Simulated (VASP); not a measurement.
# CaSe4 in VASP: notebook

The runs below take CaSe4 through single point, with PBE.

All numbers are computed with VASP 6.6.1; they aren't measurements. Logs are shortened: lines on timing, memory, paths and dates and some standing lists are left out, and cuts for length are marked.

**1. The cell of the first run**

The cell holds a sheet with vacuum, 5 atoms: a = 5.505 Å, b = 5.505 Å, c = 29.104 Å, α = 90.00°, β = 90.00°, γ = 120.00°.

The cell was generated, and may not be a known phase.

**2. Single point, PBE**

The input, INCAR:

```
ALGO = Normal ; DIPOL = 0.5 0.5 0.292
EDIFF = 1E-6 ; ENCUT = 520
GGA = PE ; IDIPOL = 3
ISIF = 2 ; ISMEAR = 0
LASPH = T ; LCHARG = T
LDIPOL = T ; LELF = T
LREAL = F ; LVACPOTAV = T
LVHAR = T ; LWAVE = F
NBANDS = 25 ; NELM = 100
PREC = Accurate ; SIGMA = 0.1
```

The input, KPOINTS:

```
k-points
0
Gamma
  6 6 1
```

The input, POSCAR:

```
CaSe4
1.0
    5.5048900498     -0.0000002712      0.0000000000
   -2.7524447901      4.7673747638      0.0000000000
    0.0000000000      0.0000000000     29.1036144400
Ca Se
1 4
Direct
    0.0000000000      0.0000000000      0.2920599439
    0.3333333333      0.6666666667      0.2526946708
    0.3333333333      0.6666666667      0.3314252170
    0.6666666667      0.3333333333      0.3314252170
    0.6666666667      0.3333333333      0.2526946708
```

Potentials or basis: VASP PAW PBE potentials, release 64 (Ca_sv, Se).

On the command line:

```bash
$ cat potpaw_PBE.64/Ca_sv/POTCAR potpaw_PBE.64/Se/POTCAR > POTCAR
$ mpirun -np 1 vasp_std > vasp.out
```

OUTCAR:

```text
EDIFF = 1E-6
   ENCUT = 520
   GGA = PE
   ISIF = 2
   ISMEAR = 0
   LASPH = T
   LREAL = F
   NELM = 100
   PREC = Accurate

 ion  position               nearest neighbor table
   1  0.000  0.000  0.292-
   2  0.333  0.667  0.253-   3 2.29
   3  0.333  0.667  0.331-   2 2.29
   4  0.667  0.333  0.331-   5 2.29
   5  0.667  0.333  0.253-   4 2.29

  LATTYP: Found a hexagonal cell.
 ALAT       =     5.5048900498
 C/A-ratio  =     5.2868657097

  Lattice vectors:

 A1 = (   5.5048900498,  -0.0000002712,   0.0000000000)
 A2 = (  -2.7524447901,   4.7673747638,   0.0000000000)
 A3 = (   0.0000000000,   0.0000000000,  29.1036144400)

Analysis of symmetry for initial positions (statically):
=====================================================================
 Subroutine PRICEL returns:
 Original cell was already a primitive cell.

 Routine SETGRP: Setting up the symmetry group for a
 hexagonal supercell.

 Subroutine GETGRP returns: Found 24 space group operations
 (whereof 12 operations were pure point group operations)
 out of a pool of 24 trial point group operations.

The static configuration has the point symmetry C_6v.
 The point group associated with its full space group is D_6h.

Analysis of symmetry for dynamics (positions and initial velocities):
=====================================================================
 Subroutine PRICEL returns:
 Original cell was already a primitive cell.

 Routine SETGRP: Setting up the symmetry group for a
 hexagonal supercell.

 Subroutine GETGRP returns: Found 24 space group operations
 (whereof 12 operations were pure point group operations)
 out of a pool of 24 trial point group operations.

The dynamic configuration has the point symmetry C_6v.
 The point group associated with its full space group is D_6h.

 Subroutine INISYM returns: Found 24 space group operations
 (whereof 12 operations are pure point group operations),
 and found     1 'primitive' translations

----------------------------------------------------------------------------------------

                                     Primitive cell

  volume of cell :     763.7916

  direct lattice vectors                    reciprocal lattice vectors
     5.504890050 -0.000000271  0.000000000     0.181656676  0.104879519  0.000000000
    -2.752444790  4.767374764  0.000000000     0.000000010  0.209759056  0.000000000
     0.000000000  0.000000000 29.103614440     0.000000000  0.000000000  0.034359993

  length of vectors
     5.504890050  5.504890050 29.103614440     0.209759056  0.209759056  0.034359993

  position of ions in fractional coordinates (direct lattice)
     0.000000000  0.000000000  0.292059944
     0.333333333  0.666666667  0.252694671
     0.333333333  0.666666667  0.331425217
     0.666666667  0.333333333  0.331425217
     0.666666667  0.333333333  0.252694671

  ion indices of the primitive-cell ions
   primitive index   ion index
                 1           1
                 2           2
                 3           3
                 4           4
                 5           5

----------------------------------------------------------------------------------------

 KPOINTS: k-points

Automatic generation of k-mesh.
 Grid dimensions read from file:
 generate k-points for:    6    6    1

 Generating k-lattice:

  Cartesian coordinates                     Fractional coordinates (reciprocal lattice)
     0.030276113  0.017479920  0.000000000     0.166666667  0.000000000  0.000000000
     0.000000002  0.034959843  0.000000000     0.000000000  0.166666667  0.000000000
     0.000000000  0.000000000  0.034359993     0.000000000  0.000000000  1.000000000

  Length of vectors
     0.034959843  0.034959843  0.034359993

  Shift w.r.t. Gamma in fractional coordinates (k-lattice)
     0.000000000  0.000000000  0.000000000

 Subroutine IBZKPT returns following result:
 ===========================================

 Found      7 irreducible k-points:

 Following reciprocal coordinates:
            Coordinates               Weight
  0.000000  0.000000  0.000000      1.000000
  0.166667 -0.000000  0.000000      6.000000
  0.333333  0.000000  0.000000      6.000000
  0.500000 -0.000000  0.000000      3.000000
  0.166667  0.166667  0.000000      6.000000
  0.333333  0.166667  0.000000     12.000000
  0.333333  0.333333  0.000000      2.000000
   k-points           NKPTS =      7   k-points in BZ     NKDIM =      7   number of bands    NBANDS=     25
   number of dos      NEDOS =    301   number of ions     NIONS =      5
   total plane-waves  NPLWV = 381024
   dimension x,y,z NGX =    42 NGY =   42 NGZ =  216
   dimension x,y,z NGXF=    84 NGYF=   84 NGZF=  432
   ions per type =               1   4
   NGX,Y,Z   is equivalent  to a cutoff of  12.68, 12.68, 12.34 a.u.
   NGXF,Y,Z  is equivalent  to a cutoff of  25.37, 25.37, 24.68 a.u.
 SYSTEM =  unknown system
   PREC   = accura    normal or accurate (medium, high low for compatibility)
   ISTART =      0    job   : 0-new  1-cont  2-samecut
   ICHARG =      2    charge: 1-file 2-atom 10-const
   ISPIN  =      1    spin polarized calculation?
   LNONCOLLINEAR =      F non collinear calculations
   LSORBIT =      F    spin-orbit coupling
   LASPH  =      T    aspherical Exc in radial PAW
   ENCUT  =  520.0 eV  38.22 Ry    6.18 a.u.  10.24 10.24 54.11*2*pi/ulx,y,z
   NELM   =    100;   NELMIN=  2; NELMDL= -5     # of ELM steps
   EDIFF  = 0.1E-05   stopping-criterion for ELM
   LREAL  =      F    real-space projection
[... 7 lines left out ...]
   TEBEG  =    0.0;   TEEND  =   0.0 temperature during run
   PSTRESS=    0.0 pullay stress
   NELECT =      34.0000    total number of electrons
   NUPDOWN=      -1.0000    fix difference up-down
   EMIN   =  10.00;   EMAX   =-10.00  energy-range for DOS
   EFERMI =   0.00;   METHOD = LEGACY
   ISMEAR =     0;   SIGMA  =   0.10  broadening in eV -4-tet -1-fermi 0-gaus
   EFERMI_NEDOS =   21; number of points for ismear=-14 and -15
   IALGO  =     38    algorithm
   IMIX   =      4    mixing-type and parameters
     AMIX     =   0.40;   BMIX     =  1.00
     AMIX_MAG =   1.60;   BMIX_MAG =  1.00
  volume/ion in A,a.u.               =     152.76      1030.86
  Fermi-wavevector in a.u.,A,eV,Ry     =   0.580198  1.096415  4.580124  0.336630
  Thomas-Fermi vector in A             =   1.624209
   LORBIT       =      0    0 simple, 1 ext, 2 COOP (PROOUT), +10 PAW based schemes
   GGA     = PE    functional components
   LHFCALC =     F    Hartree Fock is set to
   AEXX    =    0.0000 exact exchange contribution
   IVDW    =     0    specifies the selected vdW correction
   LEPSILON=     F    determine dielectric tensor
   LRPA    =     F    only Hartree local field effects (RPA)
 non-spin polarized calculation
 Gauss-broadening in eV      SIGMA  =   0.10
  energy-cutoff  :      520.00
  volume of cell :      763.79
 maximum number of plane-waves:     20628
 NGX is ok and might be reduce to    42
   NGX = 21   NGY = 21   NGZ =109

 dipolmoment           0.000000      0.000000     -0.000010 electrons x Angstroem

 number of electron      33.9999997 magnetization

 dipolmoment           0.000000      0.000000      0.000001 electrons x Angstroem

 Free energy of the ion-electron system (eV)
  ---------------------------------------------------
  ext. energy  EPLUGINS =         0.00000000
  ---------------------------------------------------
  free energy    TOTEN  =       -18.28473527 eV

  energy without entropy =      -18.26080513  energy(sigma->0) =      -18.27277020

 E-fermi :  -2.4597     XC(G=0):  -1.9469

 val. band max:       -2.4614019570   @ k =   0.5000  -0.0000   0.0000
 cond. band min:      -1.8683144945   @ k =   0.1667   0.1667   0.0000
 fundamental gap:      0.5930874625
 Fermi energy:        -2.4596621024

 k-point     1 :       0.0000    0.0000    0.0000
  band No.  band energies     occupation
      1     -44.4555      2.00000
      2     -25.4827      2.00000
      3     -25.4037      2.00000
      4     -25.4037      2.00000
      5     -17.9586      2.00000
      6     -16.5020      2.00000
[... 17 lines left out ...]
     24       1.2600      0.00000
     25       1.2999      0.00000

 k-point     2 :       0.1667   -0.0000    0.0000
  band No.  band energies     occupation
      1     -44.4555      2.00000
      2     -25.4824      2.00000
      3     -25.4058      2.00000
      4     -25.4040      2.00000
      5     -17.8788      2.00000
      6     -16.6088      2.00000
[... 17 lines left out ...]
     24       1.1949      0.00000
     25       1.2905      0.00000

 k-point     3 :       0.3333    0.0000    0.0000
  band No.  band energies     occupation
      1     -44.4555      2.00000
      2     -25.4820      2.00000
      3     -25.4099      2.00000
      4     -25.4046      2.00000
      5     -17.6704      2.00000
      6     -16.8666      2.00000
[... 17 lines left out ...]
     24       1.1824      0.00000
     25       1.2961      0.00000

 k-point     4 :       0.5000   -0.0000    0.0000
  band No.  band energies     occupation
      1     -44.4554      2.00000
      2     -25.4818      2.00000
      3     -25.4119      2.00000
      4     -25.4049      2.00000
      5     -17.4957      2.00000
      6     -17.0638      2.00000
[... 17 lines left out ...]
     24       0.9979      0.00000
     25       1.3149      0.00000

 k-point     5 :       0.1667    0.1667    0.0000
  band No.  band energies     occupation
      1     -44.4555      2.00000
      2     -25.4821      2.00000
      3     -25.4084      2.00000
      4     -25.4049      2.00000
      5     -17.7330      2.00000
      6     -16.7917      2.00000
[... 17 lines left out ...]
     24       1.1782      0.00000
     25       1.3441      0.00000

 k-point     6 :       0.3333    0.1667    0.0000
  band No.  band energies     occupation
      1     -44.4554      2.00000
      2     -25.4818      2.00000
      3     -25.4107      2.00000
      4     -25.4060      2.00000
      5     -17.5043      2.00000
      6     -17.0532      2.00000
[... 17 lines left out ...]
     24       0.9372      0.00000
     25       1.1633      0.00000

 k-point     7 :       0.3333    0.3333    0.0000
  band No.  band energies     occupation
      1     -44.4554      2.00000
      2     -25.4816      2.00000
      3     -25.4090      2.00000
      4     -25.4090      2.00000
      5     -17.2829      2.00000
      6     -17.2829      2.00000
[... 17 lines left out ...]
     24       0.6286      0.00000
     25       1.2099      0.00000

------------------------ aborting loop because EDIFF is reached ----------------------------------------

  FORCE on cell =-STRESS in cart. coord.  units (eV):
  Direction    XX          YY          ZZ          XY          YZ          ZX
  --------------------------------------------------------------------------------------
  -------------------------------------------------------------------------------------
  Total       -0.1840375     -0.1840375      0.1142958      0.0000000      0.0000000     -0.0000000
  in kB       -0.3860487     -0.3860487      0.2397540      0.0000000      0.0000000     -0.0000000
  external PRESSURE =      -0.1774478 kB  Pullay stress =       0.0000000 kB

 VOLUME and BASIS-vectors are now :
 -----------------------------------------------------------------------------
  energy-cutoff  :      520.00
  volume of cell :      763.79
      direct lattice vectors                 reciprocal lattice vectors
     5.504890050 -0.000000271  0.000000000     0.181656676  0.104879519  0.000000000
    -2.752444790  4.767374764  0.000000000     0.000000010  0.209759056  0.000000000
     0.000000000  0.000000000 29.103614440     0.000000000  0.000000000  0.034359993

 POSITION                                       TOTAL-FORCE (eV/Angst)
 -----------------------------------------------------------------------------------
      0.00000      0.00000      8.50000         0.000000     -0.000000      0.000000
      0.00000      3.17825      7.35433         0.000000     -0.000000     -0.027421
      0.00000      3.17825      9.64567         0.000000     -0.000000      0.027421
      2.75245      1.58912      9.64567        -0.000000      0.000000      0.027421
      2.75245      1.58912      7.35433        -0.000000      0.000000     -0.027421
 -----------------------------------------------------------------------------------
    total drift:                               -0.000000     -0.000000     -0.000041

  FREE ENERGIE OF THE ION-ELECTRON SYSTEM (eV)
  ---------------------------------------------------
  free  energy   TOTEN  =       -18.2847352721 eV

  energy  without entropy=      -18.2608051262  energy(sigma->0) =      -18.27277020

 vacuum level on the upper side and lower side of the slab         1.289         1.289
```

It took 4 min on 1 thread of Intel Xeon Platinum 8259CL at 2.50GHz (Skylake/Cascade Lake), shared host; peak memory 0.79 GiB.

Results:

```yaml
Free_energy: -18.2847 eV
Largest_force: 0.027 eV/Å
Band_gap_on_the_k_mesh: zero (bands 17 and 18 overlap by 0.37 eV)
```

Forces in eV/Å, atoms in the order of the input:
```
Ca   0.000  0.000  0.000
Se   0.000  0.000 -0.027
Se   0.000  0.000  0.027
Se   0.000  0.000  0.027
Se   0.000  0.000 -0.027
```

**3. Single point, PBE**

This run uses another cell than the first one.

The input, INCAR:

```
SYSTEM = CaSe4
PREC = Accurate
ENCUT = 520
EDIFF = 1E-7
ISMEAR = 0
SIGMA = 0.1
LREAL = .FALSE.
LASPH = .TRUE.
NELM = 80
ALGO = Normal
ISIF = 2
LWAVE = .FALSE.
LCHARG = .FALSE.
LDIPOL = .TRUE.
IDIPOL = 3
DIPOL = 0.5 0.5 0.292
GGA = PE
NBANDS = 25
```

The input, KPOINTS:

```
regular mesh
0
G
  12 12 1
  0 0 0
```

The input, POSCAR:

```
CaSe4
1.0
    5.4937186457     -0.0000002706      0.0000000000
   -2.7468590885      4.7577000437      0.0000000000
    0.0000000000      0.0000000000     29.1036144400
Ca Se
1 4
Direct
    0.0000000000      0.0000000000      0.2920599439
    0.3333333333      0.6666666667      0.2527122877
    0.3333333333      0.6666666667      0.3314076001
    0.6666666667      0.3333333333      0.3314076001
    0.6666666667      0.3333333333      0.2527122877
```

Potentials or basis: VASP PAW PBE potentials, release 64 (Ca_sv, Se).

On the command line:

```bash
$ cat potpaw_PBE.64/Ca_sv/POTCAR potpaw_PBE.64/Se/POTCAR > POTCAR
$ mpirun -np 1 vasp_std > vasp.out
```

Run time: 10 min. Hardware: 1 thread of Intel Xeon Platinum 8259CL at 2.50GHz (Skylake/Cascade Lake), shared host; peak memory 0.94 GiB.

It converged, with:

* Free energy: -18.2864 eV
* Largest force: 0.045 eV/Å
* Band gap on the k mesh: zero (bands 17 and 18 overlap by 0.38 eV)

Forces in eV/Å, atoms in the order of the input:
```
Ca   0.000  0.000  0.000
Se   0.000  0.000 -0.045
Se   0.000  0.000  0.045
Se   0.000  0.000  0.045
Se   0.000  0.000 -0.045
```

Levels at points of the mesh, in eV from the Fermi level:
| k point | band 14 | band 15 | band 16 | band 17 | band 18 | band 19 | band 20 | band 21 |
| --- | --- | --- | --- | --- | --- | --- | --- | --- |
| (0.00, 0.00, 0.00) | -2.34 | -2.31 | -2.31 | -0.36 | -0.36 | 0.83 | 1.93 | 2.99 |
| (0.50, 0.00, 0.00) | -2.31 | -2.04 | -1.59 | 0.02 | 1.08 | 1.49 | 2.15 | 2.35 |

**4. Single point, PBE**

This run uses another cell than the first one.

The input, INCAR:

```
ALGO = Normal
DIPOL = 0.5 0.5 0.292
EDIFF = 1E-6
ENCUT = 520
GGA = PE
IDIPOL = 3
ISIF = 2
ISMEAR = 0
LASPH = T
LCHARG = T
LDIPOL = T
LELF = T
LREAL = F
LVACPOTAV = T
LVHAR = T
LWAVE = F
NBANDS = 25
NELM = 100
PREC = Accurate
SIGMA = 0.1
```

The input, KPOINTS:

```
k-points
0
Gamma
  12 12 1
```

POSCAR is that of step 3.

On the command line:

```bash
$ cat potpaw_PBE.64/Ca_sv/POTCAR potpaw_PBE.64/Se/POTCAR > POTCAR
$ mpirun -np 1 vasp_std > vasp.out
```

It took 10 min on 1 thread of Intel Xeon Platinum 8259CL at 2.50GHz (Skylake/Cascade Lake), shared host; peak memory 0.94 GiB.

Results (log left out):

- Free energy: -18.2864 eV
- Largest force: 0.045 eV/Å
- Band gap on the k mesh: zero (bands 17 and 18 overlap by 0.38 eV)
- Work function of the upper face: 3.76 eV
- Work function of the lower face: 3.76 eV

Forces on the atoms (eV/Å):
```
Ca   0.000  0.000  0.000
Se   0.000  0.000 -0.045
Se   0.000  0.000  0.045
Se   0.000  0.000  0.045
Se   0.000  0.000 -0.045
```

Levels at points of the mesh, in eV from the Fermi level:
| k point | band 15 | band 16 | band 17 | band 18 | band 19 | band 20 |
| --- | --- | --- | --- | --- | --- | --- |
| (0.00, 0.00, 0.00) | -2.31 | -2.31 | -0.36 | -0.36 | 0.83 | 1.93 |
| (0.50, 0.00, 0.00) | -2.04 | -1.59 | 0.02 | 1.08 | 1.49 | 2.15 |

**5. Single point, PBE**

The input, INCAR:

```
SYSTEM = CaSe4
ALGO = Normal
DIPOL = 0.5 0.5 0.292
EDIFF = 1E-6
ENCUT = 520
GGA = PE
IDIPOL = 3
ISIF = 2
ISMEAR = 0
LASPH = .True.
LCHARG = .False.
LDIPOL = .True.
LREAL = .False.
LWAVE = .False.
NBANDS = 25
NELM = 100
PREC = Accurate
SIGMA = 0.1
```

The input, KPOINTS:

```
k-points
0
Gamma
  12 12 1
  0 0 0
```

The input, POSCAR:

```
CaSe4
1.0
    5.5048900498     -0.0000002712      0.0000000000
   -2.7524447901      4.7673747638      0.0000000000
    0.0000000000      0.0000000000     29.1036144400
Ca Se
1 4
Direct
    0.0000000000      0.0000000000      0.2920599439
    0.3333333333      0.6666666667      0.2526946708
    0.3333333333      0.6666666667      0.3314252170
    0.6666666667      0.3333333333      0.3314252170
    0.6666666667      0.3333333333      0.2526946708
```

On the command line:

```bash
$ cat potpaw_PBE.64/Ca_sv/POTCAR potpaw_PBE.64/Se/POTCAR > POTCAR
$ mpirun -np 1 vasp_std > vasp.out
```

Run time: 9.9 min. Hardware: 1 thread of Intel Xeon Platinum 8259CL at 2.50GHz (Skylake/Cascade Lake), shared host; peak memory 0.95 GiB.

Results (log left out):

| Property | Result |
| --- | --- |
| Free energy | -18.2863 eV |
| Largest force | 0.032 eV/Å |
| Band gap on the k mesh | zero (bands 17 and 18 overlap by 0.38 eV) |

Forces in eV/Å, atoms in the order of the input:
```
Ca   0.000  0.000  0.000
Se   0.000  0.000 -0.032
Se   0.000  0.000  0.032
Se   0.000  0.000  0.032
Se   0.000  0.000 -0.032
```

Levels at points of the mesh, in eV from the Fermi level:
```
           k point  band 14  band 15  band 16  band 17  band 18  band 19  band 20  band 21
(0.00, 0.00, 0.00)    -2.33    -2.29    -2.29    -0.35    -0.35     0.84     1.91     2.98
(0.50, 0.00, 0.00)    -2.31    -2.03    -1.59     0.02     1.07     1.50     2.16     2.34
```

**6. The runs side by side**

| cell | k mesh | gap on the mesh (eV) | largest force (eV/Å) |
| --- | --- | --- | --- |
| a = 5.505, b = 5.505, c = 29.104 Å, angles 90.0, 90.0, 120.0°, 5 atoms | 6 × 6 × 1 | none | 0.03 |
| a = 5.494, b = 5.494, c = 29.104 Å, angles 90.0, 90.0, 120.0°, 5 atoms | 12 × 12 × 1 | none | 0.05 |
| a = 5.505, b = 5.505, c = 29.104 Å, angles 90.0, 90.0, 120.0°, 5 atoms | 12 × 12 × 1 | none | 0.03 |

Alike in all rows: task single point; level PBE; potentials or basis VASP PAW PBE potentials, release 64 (Ca_sv, Se); no spin polarisation; cutoff (eV) 520; smearing gaussian 0.1 eV.

Absolute energies hang on the potentials; compare differences alone.

The gap in the log of VASP goes by the Fermi energy; the results here count the filled bands.